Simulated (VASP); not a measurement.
## Al2Cu (scanv): single point with r2SCAN+rVV10

The system is Al2Cu (scanv).

```
Al Cu
1.0
    -2.99890    2.99890    2.39274
     2.99890   -2.99890    2.39274
     2.99890    2.99890   -2.39274
Al Cu
4 2
Cartesian
  0.9513 2.0476 0.0000
  3.9502 0.9513 0.0000
  -0.9513 2.0476 2.3927
  2.0476 0.9513 2.3927
  0.0000 0.0000 3.5891
  0.0000 0.0000 1.1964
```

```
Program                : VASP 6.6.1
Task                   : single point
Functional             : r2SCAN
Dispersion             : rVV10
Potentials or basis    : VASP PAW PBE potentials, release 64 (Al, Cu)
Cutoff                 : 520 eV
k mesh                 : 6 × 6 × 6
Occupations            : gaussian, width 0.1 eV
Spin                   : no spin polarisation
Dipole correction      : no
Further INCAR settings : ALGO = Normal; EDIFF = 1e-06; NBANDS = 26
```

```
Pressure               : -0.4 GPa
Largest force          : 0.045 eV/Å
Band gap on the k mesh : zero (band 17 reaches 11.17 eV, above the bottom of band 18 at 6.70 eV)
```

Forces in eV/Å, atoms in the order of the input:
```
Al   0.032 -0.032  0.000
Al   0.032  0.032  0.000
Al  -0.032 -0.032  0.000
Al  -0.032  0.032  0.000
Cu   0.000  0.000  0.000
Cu   0.000  0.000  0.000
```

Stress tensor (GPa, compression positive):
```
-1.42  0.00  0.00
 0.00 -1.42  0.00
 0.00  0.00  1.78
```

Levels at points of the mesh, in eV from the Fermi level:
```
           k point  band 15  band 16  band 17  band 18  band 19  band 20
(0.00, 0.00, 0.00)    -1.49    -1.37    -1.37    -0.98    -0.08     0.05
(0.50, 0.00, 0.00)    -2.79    -2.79     0.21     0.21     4.34     4.34
(0.50, 0.50, 0.00)    -1.73    -1.52    -0.78    -0.69     0.81     1.36
(0.50, 0.50, 0.50)    -3.42    -1.94     2.84     3.09     3.09     3.55
```

It took 5 min on 1 thread of Intel(R) Xeon(R) Platinum 8259CL CPU @ 2.50GHz (Skylake/Cascade Lake), on a shared host, peak memory 0.42 GiB.

Caveat: the PAW data sets were made with another functional, which shifts forces and pressure a little.
